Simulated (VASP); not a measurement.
# ZrS (Fm-3m) in VASP: relaxation of the atoms with PBEsol

Aim: the relaxation of the atoms of ZrS with PBEsol.

Program: VASP 6.6.1. These are calculated values, not measurements. Logs are shortened: lines on timing, memory, paths and dates and some standing lists are left out, and cuts for length are marked.

## (1) The cell of the first run

It takes space group Fm-3m (No. 225, cubic). The conventional cell has a = 5.250 Å, b = 5.250 Å, c = 5.250 Å, α = 90.00°, β = 90.00°, γ = 90.00°. Within 3.5 Å of Zr (site symmetry m-3m) lie 6 S at 2.62 Å. S (site symmetry m-3m) has 6 Zr at 2.62 Å within 3.5 Å.

## (2) Relaxation of the atoms, PBEsol

The input, INCAR:

```
ALGO = Normal
EDIFF = 1E-6
EDIFFG = -0.01
ENCUT = 520
GGA = PS
IBRION = 2
ISIF = 2
ISMEAR = -1
LASPH = T
LCHARG = F
LREAL = F
LWAVE = F
NELM = 100
NSW = 50
PREC = Accurate
SIGMA = 0.03
```

The input, KPOINTS:

```
k-points
0
Gamma
  9 9 9
```

The input, POSCAR:

```
ZrS
1.0
    0.0000000000      2.6250000000      2.6250000000
    2.6250000000      0.0000000000      2.6250000000
    2.6250000000      2.6250000000      0.0000000000
Zr S
1 1
Direct
    0.0000000000      0.0000000000      0.0000000000
    0.5000000000      0.5000000000      0.5000000000
```

Potentials or basis: VASP PAW PBE potentials, release 64 (Zr_sv, S).

Started as:

```console
cat potpaw_PBE.64/Zr_sv/POTCAR potpaw_PBE.64/S/POTCAR > POTCAR
mpirun -np 1 vasp_std > vasp.out
```

OUTCAR:

```text
EDIFF = 1E-6
   EDIFFG = -0.01
   ENCUT = 520
   GGA = PS
   IBRION = 2
   ISIF = 2
   ISMEAR = -1
   LASPH = T
   LREAL = F
   NELM = 100
   NSW = 50
   PREC = Accurate

 ion  position               nearest neighbor table
   1  0.000  0.000  0.000-   2 2.62   2 2.62   2 2.62   2 2.62   2 2.62   2 2.62
   2  0.500  0.500  0.500-   1 2.62   1 2.62   1 2.62   1 2.62   1 2.62   1 2.62

  LATTYP: Found a face centered cubic cell.
 ALAT       =     5.2500000000

  Lattice vectors:

 A1 = (   0.0000000000,   2.6250000000,   2.6250000000)
 A2 = (   2.6250000000,   0.0000000000,   2.6250000000)
 A3 = (   2.6250000000,   2.6250000000,   0.0000000000)

Analysis of symmetry for initial positions (statically):
=====================================================================
 Subroutine PRICEL returns:
 Original cell was already a primitive cell.

 Routine SETGRP: Setting up the symmetry group for a
 face centered cubic supercell.

 Subroutine GETGRP returns: Found 48 space group operations
 (whereof 48 operations were pure point group operations)
 out of a pool of 48 trial point group operations.

The static configuration has the point symmetry O_h .

Analysis of symmetry for dynamics (positions and initial velocities):
=====================================================================
 Subroutine PRICEL returns:
 Original cell was already a primitive cell.

 Routine SETGRP: Setting up the symmetry group for a
 face centered cubic supercell.

 Subroutine GETGRP returns: Found 48 space group operations
 (whereof 48 operations were pure point group operations)
 out of a pool of 48 trial point group operations.

The dynamic configuration has the point symmetry O_h .

 Subroutine INISYM returns: Found 48 space group operations
 (whereof 48 operations are pure point group operations),
 and found     1 'primitive' translations

----------------------------------------------------------------------------------------

                                     Primitive cell

  volume of cell :      36.1758

  direct lattice vectors                    reciprocal lattice vectors
     0.000000000  2.625000000  2.625000000    -0.190476190  0.190476190  0.190476190
     2.625000000  0.000000000  2.625000000     0.190476190 -0.190476190  0.190476190
     2.625000000  2.625000000  0.000000000     0.190476190  0.190476190 -0.190476190

  length of vectors
     3.712310601  3.712310601  3.712310601     0.329914440  0.329914440  0.329914440

  position of ions in fractional coordinates (direct lattice)
     0.000000000  0.000000000  0.000000000
     0.500000000  0.500000000  0.500000000
[... 84 lines left out ...]
   ISYM   =      2    0-nonsym 1-usesym 2-fastsym
   POTIM  = 0.5000    time-step for ionic-motion
   TEBEG  =    0.0;   TEEND  =   0.0 temperature during run
   PSTRESS=    0.0 pullay stress
   NELECT =      18.0000    total number of electrons
   NUPDOWN=      -1.0000    fix difference up-down
   EMIN   =  10.00;   EMAX   =-10.00  energy-range for DOS
   EFERMI =   0.00;   METHOD = LEGACY
   ISMEAR =    -1;   SIGMA  =   0.03  broadening in eV -4-tet -1-fermi 0-gaus
   EFERMI_NEDOS =   21; number of points for ismear=-14 and -15
   IALGO  =     38    algorithm
   IMIX   =      4    mixing-type and parameters
     AMIX     =   0.40;   BMIX     =  1.00
     AMIX_MAG =   1.60;   BMIX_MAG =  1.00
  volume/ion in A,a.u.               =      18.09       122.06
  Fermi-wavevector in a.u.,A,eV,Ry     =   1.297258  2.451462 22.896950  1.682878
  Thomas-Fermi vector in A             =   2.428662
   LORBIT       =      0    0 simple, 1 ext, 2 COOP (PROOUT), +10 PAW based schemes
   GGA     = PS    functional components
   LHFCALC =     F    Hartree Fock is set to
   AEXX    =    0.0000 exact exchange contribution
   IVDW    =     0    specifies the selected vdW correction
   LEPSILON=     F    determine dielectric tensor
   LRPA    =     F    only Hartree local field effects (RPA)
 conjugate gradient relaxation of ions
 non-spin polarized calculation
  energy-cutoff  :      520.00
  volume of cell :       36.18
 maximum number of plane-waves:       984
   NGX = 13   NGY = 13   NGZ = 13

 number of electron      18.0000000 magnetization

 Free energy of the ion-electron system (eV)
  ---------------------------------------------------
  ext. energy  EPLUGINS =         0.00000000
  ---------------------------------------------------
  free energy    TOTEN  =       -16.47683371 eV

  energy without entropy =      -16.47283188  energy(sigma->0) =      -16.47483279

 E-fermi :  10.5480     XC(G=0): -11.4618

 val. band max:       10.4523646846   @ k =   0.4444   0.1111   0.0000
 cond. band min:      10.5710841360   @ k =  -0.4444   0.2222   0.1111
 fundamental gap:      0.1187194514
 Fermi energy:        10.5479720219

 k-point     1 :       0.0000    0.0000    0.0000
  band No.  band energies     occupation
      1     -39.2897      2.00000
      2     -17.2846      2.00000
      3     -17.2846      2.00000
      4     -17.2846      2.00000
      5      -5.2171      2.00000
      6       7.0876      2.00000
      7       7.0876      2.00000
      8       7.0876      2.00000
      9       9.2401      2.00000
     10       9.2401      2.00000
     11       9.2401      2.00000
     12       9.9145      2.00000
     13       9.9145      2.00000
[... 354 lines left out ...]
  band No.  band energies     occupation
      1     -39.2563      2.00000
      2     -17.5513      2.00000
      3     -17.3900      2.00000
      4     -17.3900      2.00000
      5      -4.3564      2.00000
      6       4.2433      2.00000
      7       6.1389      2.00000
      8       6.1389      2.00000
      9       7.1932      2.00000
     10      11.0625      0.00000
     11      12.9605      0.00000
     12      12.9605      0.00000
     13      13.6395      0.00000

 [... further k-points ...]
[... 5 lines left out ...]
  --------------------------------------------------------------------------------------
  -------------------------------------------------------------------------------------
  Total       -1.4274405     -1.4274405     -1.4274405     -0.0000000     -0.0000000     -0.0000000
  in kB      -63.2194469    -63.2194469    -63.2194469     -0.0000000     -0.0000000     -0.0000000
  external PRESSURE =     -63.2194469 kB  Pullay stress =       0.0000000 kB

 VOLUME and BASIS-vectors are now :
 -----------------------------------------------------------------------------
  energy-cutoff  :      520.00
  volume of cell :       36.18
      direct lattice vectors                 reciprocal lattice vectors
     0.000000000  2.625000000  2.625000000    -0.190476190  0.190476190  0.190476190
     2.625000000  0.000000000  2.625000000     0.190476190 -0.190476190  0.190476190
     2.625000000  2.625000000  0.000000000     0.190476190  0.190476190 -0.190476190

 POSITION                                       TOTAL-FORCE (eV/Angst)
 -----------------------------------------------------------------------------------
      0.00000      0.00000      0.00000         0.000000      0.000000     -0.000000
      2.62500      2.62500      2.62500        -0.000000     -0.000000      0.000000
 -----------------------------------------------------------------------------------
    total drift:                                0.000000      0.000000      0.000000

  FREE ENERGIE OF THE ION-ELECTRON SYSTEM (eV)
  ---------------------------------------------------
  free  energy   TOTEN  =       -16.4768337097 eV

  energy  without entropy=      -16.4728318801  energy(sigma->0) =      -16.47483279

 reached required accuracy - stopping structural energy minimisation
```

CONTCAR:

```text
ZrS
   1.00000000000000
     0.0000000000000000    2.6250000000000000    2.6250000000000000
     2.6250000000000000    0.0000000000000000    2.6250000000000000
     2.6250000000000000    2.6250000000000000    0.0000000000000000
  Zr              S
     1     1
Direct
     0.0000000000000000    0.0000000000000000    0.0000000000000000
     0.5000000000000000    0.5000000000000000    0.5000000000000000

  0.00000000E+00  0.00000000E+00  0.00000000E+00
  0.00000000E+00  0.00000000E+00  0.00000000E+00
```

Run time: 34 s. Hardware: 1 thread of Intel Xeon 6975P-C, shared host; peak memory 0.16 GiB.

What came out:

```
Free energy             : -16.4768 eV
Pressure after relaxing : -6.3 GPa
```

Final structure:
```yaml
crystal:
  lattice:
    - [0.00000, 2.62500, 2.62500]
    - [2.62500, 0.00000, 2.62500]
    - [2.62500, 2.62500, 0.00000]
  atoms:
    - { symbol: Zr, position: [0.00000, 0.00000, 0.00000] }
    - { symbol: S, position: [0.50000, 0.50000, 0.50000] }
```

Caveat: the relaxation stopped at its first step, so nothing moved; the bands computed are all filled at some k points, so no gap is given; the PAW data sets were made with another functional, which shifts forces and pressure a little.
